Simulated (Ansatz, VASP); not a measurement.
## One calculation of HfGe, two programs

The input INCAR:

```
SYSTEM = HfGe
ALGO = Normal
EDIFF = 1E-6
ENCUT = 500
GGA_COMPAT = .FALSE.
ISIF = 2
ISMEAR = 0
LASPH = .TRUE.
LCHARG = .FALSE.
LREAL = .FALSE.
LWAVE = .FALSE.
NBANDS = 19
NELM = 120
PREC = Accurate
SIGMA = 0.05
```

KPOINTS

```
k-points
0
G
  6 6 6
  0 0 0
```

File POSCAR:

```
HfGe
1.0
    3.3463221602      0.0000000000      0.0000000000
    0.0000000000      3.3463221602      0.0000000000
    0.0000000000      0.0000000000      3.3463221602
Hf Ge
1 1
Direct
    0.0000000000      0.0000000000      0.0000000000
    0.5000000000      0.5000000000      0.5000000000
```

Input for Ansatz:

```yaml
crystal:
  lattice:
    - [3.3463221602, 0.0, 0.0]
    - [0.0, 3.3463221602, 0.0]
    - [0.0, 0.0, 3.3463221602]
  atoms:
    - { symbol: Hf, position: [0.0, 0.0, 0.0] }
    - { symbol: Ge, position: [0.5, 0.5, 0.5] }
basis:
  ecutwfc: 420
kpoints:
  mp_grid: { grid: [6, 6, 6] }
hamiltonian:
  xc: lda
scf:
  occupations: { method: gaussian, width: 0.05 }
output:
  forces: true
  stress: true
  eigenvalues: true
```

Alike in both runs: task single point; functional LDA; k mesh 6 × 6 × 6; occupations gaussian, width 0.05 eV; no spin polarisation.

```csv
,VASP,Ansatz
version,VASP 6.6.1,Ansatz 0.2.0
potentials or method,"VASP PAW LDA potentials, release 64 (Hf_pv, Ge_d), cutoff 500 eV","scalar-relativistic, plane waves, PAW"
valence electrons in the cell,24,40
```

VASP gave:

```
gap on the k mesh at the Fermi level (eV) : none
pressure (GPa)                            : -8.1
```

Q: Which values does Ansatz return?

A: gap on the k mesh at the Fermi level (eV): none; pressure (GPa): -8.2.

LDA's correlation is that of Perdew and Zunger in VASP and of Perdew and Wang (1992) in Ansatz. A gap of «none» marks a metal or a gap that the smearing closes. VASP's potentials hold 24 valence electrons a cell and Ansatz's 40, so a difference there can come from the potentials and not from the codes.

Neither program's run includes spin-orbit coupling.
